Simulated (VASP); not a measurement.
Wanted: the native input for a VASP 6.6.1 run.

- Task: single point
- Functional: PBE
- Potentials or basis: VASP PAW PBE potentials, release 64 (Cu, O)
- Cutoff: 520 eV
- k mesh: 6 × 6 × 6
- Occupations: gaussian, width 0.1 eV
- Spin: collinear spin
- Starting moments: [1.0, 1.0, 1.0, 0.0] μB
- Dipole correction: no
- Further INCAR settings: ALGO = Normal; EDIFF = 1e-06; NBANDS = 32

The structure of Cu3O lies in POSCAR:

```
Cu3O
1.0
    3.5388856662      0.0000000000      0.0000000000
    0.0000000000      3.5388856662      0.0000000000
    0.0000000000      0.0000000000      3.5025108609
Cu O
3 1
Direct
    0.0000000000      0.5000000000      0.5000000000
    0.5000000000      0.0000000000      0.5000000000
    0.5000000000      0.5000000000      0.0000000000
    0.0000000000      0.0000000000      0.0000000000
```

The input as run:

INCAR

```
PREC     = Accurate       # precision mode
ENCUT    = 520            # plane-wave cutoff, eV
EDIFF    = 1E-6           # SCF threshold, eV
ISMEAR   = 0              # smearing method
SIGMA    = 0.1            # smearing width, eV
LREAL    = False          # projectors in reciprocal space
LASPH    = True           # aspherical terms in the spheres
NELM     = 150            # most SCF steps
ALGO     = Normal         # electronic algorithm
ISIF     = 2              # what is computed and relaxed
LWAVE    = False          # write WAVECAR
LCHARG   = True           # write CHGCAR
ISPIN    = 2              # spin polarisation
MAGMOM   = 1 1 1 0        # initial moments
LORBIT   = 11             # projections on sites
LMAXMIX  = 4              # l up to which the mixer works
GGA      = PE             # functional
LELF     = True           # ELF
LVHAR    = True         
NBANDS   = 32             # bands
```

KPOINTS

```
regular mesh
0
Gamma
  6 6 6
```

Potentials or basis: VASP PAW PBE potentials, release 64 (Cu, O).

The run is started by

```sh
$ cat potpaw_PBE.64/Cu/POTCAR potpaw_PBE.64/O/POTCAR > POTCAR
$ mpirun -np 1 vasp_std > vasp.out
```

It gave:

* Pressure: 2.5 GPa
* Net moment: 0.00 μB per cell
* Valence electrons inside the program's atomic spheres: Cu 9.94, 9.95 (each value once); O 4.77

Wall time 73 s on 1 thread of AMD EPYC 9R14 (Zen 4), on a shared host, peak memory 0.19 GiB.
